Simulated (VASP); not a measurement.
ScAl3P2: single point with PBE

Crystal: ScAl3P2.

```
Sc Al P
1.0
     5.51855    0.00000    0.00000
     0.00000    5.51855    0.00000
     0.00000    0.00000    4.54360
Sc Al P
1 3 2
Direct
  0.00000 0.00000 0.00000
  0.00000 0.50000 0.00000
  0.50000 0.00000 0.00000
  0.50000 0.50000 0.00000
  0.00000 0.50000 0.50000
  0.50000 0.00000 0.50000
```

```json
{"Program": "VASP 6.6.1", "Task": "single point", "Functional": "PBE", "Potentials or basis": "VASP PAW PBE potentials, release 64 (Sc_sv, Al, P)", "Cutoff": "520 eV", "k mesh": "8 × 8 × 8", "Occupations": "gaussian, width 0.1 eV", "Spin": "no spin polarisation", "Dipole correction": "no", "Further INCAR settings": "ALGO = Normal; EDIFF = 1e-06; NBANDS = 24"}
```

* Pressure: 0.0 GPa
* Band gap on the k mesh: zero (band 15 reaches 4.72 eV, above the bottom of band 16 at 3.89 eV)

Stress tensor (GPa, compression positive):
```
-0.01  0.00  0.00
 0.00 -0.01  0.00
 0.00  0.00 -0.11
```

Levels at points of the mesh, in eV from the Fermi level:
| k point | band 13 | band 14 | band 15 | band 16 | band 17 | band 18 |
| --- | --- | --- | --- | --- | --- | --- |
| (0.00, 0.00, 0.00) | -1.20 | -1.16 | -1.16 | 0.28 | 0.52 | 0.86 |
| (0.50, 0.00, 0.00) | -2.43 | -1.45 | 0.23 | 0.93 | 0.93 | 1.03 |
| (0.50, 0.50, 0.00) | -1.59 | -0.53 | -0.19 | -0.05 | 1.23 | 1.57 |
| (0.00, 0.00, 0.50) | -1.92 | -0.45 | -0.45 | 0.47 | 0.92 | 1.13 |
| (0.50, 0.00, 0.50) | -1.81 | -1.55 | -1.37 | -0.13 | 0.97 | 1.29 |
| (0.50, 0.50, 0.50) | -0.61 | 0.03 | 0.20 | 1.21 | 1.21 | 1.35 |

Run time: 2.1 min on 1 thread of Intel(R) Xeon(R) 6975P-C (Granite Rapids), on a shared host, peak memory 0.39 GiB.
